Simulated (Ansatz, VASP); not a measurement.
# Sn in VASP and in Ansatz

INCAR

```
PREC = Accurate
ENCUT = 600
EDIFF = 1E-6
ISMEAR = 0
SIGMA = 0.1
LREAL = False
LASPH = True
NELM = 80
ALGO = Normal
ISIF = 3
LWAVE = False
LCHARG = False
GGA = PE
IBRION = 2
NSW = 80
EDIFFG = -0.01
```

Contents of KPOINTS:

```
Automatic mesh
0
Gamma
  16 16 16
```

The input POSCAR:

```
Sn
1.0
    0.0000000000      2.4100137824      2.4100137824
    2.4100137824      0.0000000000      2.4100137824
    2.4100137824      2.4100137824      0.0000000000
Sn
1
Direct
    0.0000000000      0.0000000000      0.0000000000
```

Input for Ansatz:

```yaml
crystal:
  lattice:
    - [0.0, 2.4100137824, 2.4100137824]
    - [2.4100137824, 0.0, 2.4100137824]
    - [2.4100137824, 2.4100137824, 0.0]
  atoms:
    - { symbol: Sn, position: [0.0, 0.0, 0.0] }
basis:
  ecutwfc: 420
kpoints:
  mp_grid: { grid: [16, 16, 16] }
hamiltonian:
  xc: pbe
scf:
  occupations: { method: gaussian, width: 0.1 }
output:
  forces: true
  stress: true
  eigenvalues: true
relax:
  adjacent_minimum: "off"
  f_tol: 0.01
  max_steps: 60
  cell: { stress_tol: 0.1 }
```

Alike in both runs: task relaxation of cell and atoms; functional PBE; k mesh 16 × 16 × 16; occupations gaussian, width 0.1 eV; no spin polarisation.

```csv
,VASP,Ansatz
version,VASP 6.6.1,Ansatz 0.2.0
potentials or method,"VASP PAW PBE potentials, release 64 (Sn_d), cutoff 600 eV","scalar-relativistic, plane waves, PAW"
valence electrons in the cell,14,14
```

```tsv
	VASP	Ansatz	Ansatz less VASP
gap on the k mesh at the Fermi level, each at its own relaxed structure (eV)	none	none	-
relaxed volume (Å³/atom)	28.00	28.00	0.000
relaxed cell length with the largest relative difference (Å)	3.408	3.408	0.0000
```

A gap of «none» marks a metal or a gap that the smearing closes.

Noted on VASP's run: the relaxation stopped at its first step, so nothing moved.
